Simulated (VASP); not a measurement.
Sb, 1 atom in the cell. The structure is tetragonal, space group P4/mmm (No. 123). The conventional cell has a = 3.160 Å, b = 3.160 Å, c = 3.192 Å, α = 90.00°, β = 90.00°, γ = 90.00°. Within 4.2 Å of Sb (site symmetry 4/mmm) lie 6 Sb at 3.16 to 3.19 Å.  This cell differs from its parent crystal: zz strain of +1 %.

```yaml
Program: VASP 6.6.1
Task: single point
Functional: PBE
Potentials_or_basis: VASP PAW PBE potentials, release 64 (Sb)
Cutoff: 520 eV
k_mesh: 13 × 13 × 13
Occupations: fermi-dirac, width 0.05 eV
Spin: no spin polarisation
Dipole_correction: no
Further_INCAR_settings: ALGO = Normal; EDIFF = 1e-06; NBANDS = 8
```

Potentials or basis: VASP PAW PBE potentials, release 64 (Sb).

The run is started by

```bash
$ cat potpaw_PBE.64/Sb/POTCAR > POTCAR
$ mpirun -np 1 vasp_std > vasp.out
```

Hardware: 1 thread of Intel Xeon 8259CL, with other jobs on the host.

**Question.** How long does it take, and how much memory?

**Answer.** Wall time 48 s on 1 thread of Intel Xeon 8259CL, with other jobs on the host, peak memory 0.17 GiB. Counts: scf iterations 10, k points 196.
